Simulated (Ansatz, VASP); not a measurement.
**Si3N: VASP beside Ansatz**

File INCAR:

```
PREC = Accurate
ENCUT = 520
EDIFF = 1E-7
ISMEAR = 0
SIGMA = 0.05
LREAL = F
LASPH = T
NELM = 100
ALGO = Normal
ISIF = 2
LWAVE = F
LCHARG = F
LDIPOL = T
IDIPOL = 3
DIPOL = 0.5 0.5 0.328
GGA = PE
IVDW = 12
NBANDS = 27
```

The input KPOINTS:

```
regular mesh
0
Gamma
  7 5 1
```

POSCAR

```
Si3N
1.0
    3.8333442755      0.0000000000      0.0000000000
    0.0000000000      5.4211674636      0.0000000000
    0.0000000000      0.0000000000     22.4877586337
Si N
6 2
Direct
    0.5000000000      0.0000000000      0.1778745523
    0.0000000000      0.2500000000      0.1778745523
    0.0000000000      0.5038839981      0.2608672216
    0.5000000000      0.7461160019      0.2608672216
    0.5000000000      0.0086033066      0.3418641564
    0.0000000000      0.2413966934      0.3418641564
    0.6666666667      0.5086033066      0.5063981173
    0.6666666667      0.5086033066      0.5553136192
```

Input for Ansatz:

```yaml
crystal:
  lattice:
    - [3.8333442755, 0.0, 0.0]
    - [0.0, 5.4211674636, 0.0]
    - [0.0, 0.0, 22.4877586337]
  atoms:
    - { symbol: Si, position: [0.5, 0.0, 0.1778745523] }
    - { symbol: Si, position: [0.0, 0.25, 0.1778745523] }
    - { symbol: Si, position: [0.0, 0.5038839981, 0.2608672216] }
    - { symbol: Si, position: [0.5, 0.7461160019, 0.2608672216] }
    - { symbol: Si, position: [0.5, 0.0086033066, 0.3418641564] }
    - { symbol: Si, position: [0.0, 0.2413966934, 0.3418641564] }
    - { symbol: "N", position: [0.6666666667, 0.5086033066, 0.5063981173] }
    - { symbol: "N", position: [0.6666666667, 0.5086033066, 0.5553136192] }
basis:
  ecutwfc: 420
kpoints:
  mp_grid: { grid: [7, 5, 1] }
hamiltonian:
  xc: pbe
  pseudopotentials: { kind: paw, azcp: { folder: soft_1 } }
  dispersion: d3bj
scf:
  occupations: { method: gaussian, width: 0.05 }
output:
  forces: true
  eigenvalues: true
efield:
  axis: 3
  dipole_correction: true
  ramp_width: 0.04
```

Alike in both runs: task single point; functional PBE; dispersion D3(BJ); k mesh 7 × 5 × 1; occupations gaussian, width 0.05 eV; no spin polarisation.

|  | VASP | Ansatz |
| --- | --- | --- |
| version | VASP 6.6.1 | Ansatz 0.2.0 |
| potentials or method | VASP PAW PBE potentials, release 64 (Si, N), cutoff 520 eV | scalar-relativistic, plane waves, PAW |
| valence electrons in the cell | 34 | 34 |

VASP gave:

- gap on the k mesh at the Fermi level (eV): none
- rms of the force components (eV/Å): 0.638

**Question.** Which values does Ansatz return?

**Answer.** gap on the k mesh at the Fermi level (eV): none; rms of the force components (eV/Å): 0.190.

Atom by atom the forces differ by 0.519 eV/Å (rms over components). A gap of «none» marks a metal or a gap that the smearing closes. One of these differences is far larger than is usual between the two programs; its cause wasn't traced.

Noted on VASP's run: the standard files for N, O and F lose accuracy on very short bonds.
